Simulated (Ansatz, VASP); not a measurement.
**Two plane-wave programs on F**

The input INCAR:

```
PREC = Accurate ; ENCUT = 520
EDIFF = 1E-7 ; ISMEAR = 0
SIGMA = 0.05 ; LREAL = F
LASPH = T ; NELM = 60
ALGO = Normal ; ISIF = 2
LWAVE = F ; LCHARG = T
GGA = PS ; LELF = T
LVHAR = T ; NBANDS = 22
```

Contents of KPOINTS:

```
Automatic mesh
0
Gamma
  4 4 2
```

Contents of POSCAR:

```
F
1.0
    3.1849756493     -1.8305146634     -0.2456527984
    3.1849756493      1.8305146634     -0.2456527984
   -2.3948583866      0.0000000000      7.3307098205
F
4
Direct
    0.0848459664      0.0848459664      0.0820156542
    0.9151540336      0.9151540336      0.9179843458
    0.5015719855      0.5015719855      0.5937195244
    0.4984280145      0.4984280145      0.4062804756
```

Input for Ansatz:

```yaml
crystal:
  lattice:
    - [3.1849756493, -1.8305146634, -0.2456527984]
    - [3.1849756493, 1.8305146634, -0.2456527984]
    - [-2.3948583866, 0.0, 7.3307098205]
  atoms:
    - { symbol: F, position: [0.0848459664, 0.0848459664, 0.0820156542] }
    - { symbol: F, position: [0.9151540336, 0.9151540336, 0.9179843458] }
    - { symbol: F, position: [0.5015719855, 0.5015719855, 0.5937195244] }
    - { symbol: F, position: [0.4984280145, 0.4984280145, 0.4062804756] }
basis:
  ecutwfc: 520.0
kpoints:
  mp_grid: { grid: [4, 4, 2] }
hamiltonian:
  xc: pbesol
scf:
  occupations: { method: gaussian, width: 0.05 }
output:
  forces: true
  stress: true
  eigenvalues: true
```

Alike in both runs: task single point; functional PBEsol; k mesh 4 × 4 × 2; occupations gaussian, width 0.05 eV; no spin polarisation.

|  | VASP | Ansatz |
| --- | --- | --- |
| version | VASP 6.6.1 | Ansatz 0.2.0 |
| potentials or method | VASP PAW PBE potentials, release 64 (F), cutoff 520 eV | scalar-relativistic, plane waves, PAW |
| valence electrons in the cell | 28 | 28 |

|  | VASP | Ansatz | Ansatz less VASP |
| --- | --- | --- | --- |
| gap on the k mesh at the Fermi level (eV) | 2.50 | 2.56 | +0.060 |
| least direct gap on the mesh (eV) | 2.53 | 2.59 | +0.060 |
| pressure (GPa) | 2.8 | 2.3 | -0.48 |
| traceless stress, the component that is largest in VASP (GPa) | 6.28 | 5.75 | -0.528 |
| rms of the force components (eV/Å) | 2.042 | 1.791 | -0.2502 |

VASP's potentials were made for PBE, not for PBEsol. Atom by atom the forces differ by 0.327 eV/Å (rms over components).

The k mesh is coarse, so the values compare programs but aren't converged.
